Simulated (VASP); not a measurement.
MnPtO6:

```xyz
8
Lattice="4.6857 0.0000 0.0000 -2.3428 4.0579 0.0000 -2.3428 1.3526 4.3340" Properties=species:S:1:pos:R:3 pbc="T T T"
Mn    0.0000    2.7053    2.1670
O    -0.9020    1.4947    3.2548
O     1.4994    2.5294    3.2548
O    -0.5974    4.0917    3.2548
O     0.9020    3.9159    1.0792
O    -1.4994    2.8811    1.0792
O     0.5974    1.3188    1.0792
Pt    0.0000    0.0000    0.0000
```

Base run:

| Quantity | Value |
| --- | --- |
| Program | VASP 6.6.1 |
| Functional | r2SCAN |
| Potentials or basis | VASP PAW PBE potentials, release 64 (Mn_pv, O, Pt) |
| Cutoff | 520 eV |
| k mesh | 5 × 5 × 5 |
| Occupations | fermi-dirac, width 0.1 eV |
| Spin | collinear spin, ferrimagnetic start |
| Starting moments | [3.12, -0.15, -0.15, -0.15, -0.15, -0.15, -0.15, -0.16] μB |
| Hubbard terms | Mn d U = 5.1 eV |

Its results: pressure 22.5 GPa; largest force 2.674 eV/Å.

Q: The run is repeated on the same cell with these changes: spin from collinear spin, ferrimagnetic start to no spin polarisation; further incar settings from ALGO = Normal; EDIFF = 1e-06; NBANDS = 44 to ALGO = Normal; EDIFF = 1e-07; NBANDS = 40. What comes out?

A: Pressure 17.7 GPa; largest force 3.336 eV/Å.

Caveats: the PAW data sets were made with another functional, which shifts forces and pressure a little; a cell with one magnetic atom can't hold antiferromagnetic order, which such compounds often take (some runs); an odd number of electrons without spin polarisation forces a metal (some runs); a magnetic or distorted state may lie lower (some runs); U without spin polarisation on a metal has little footing (some runs).
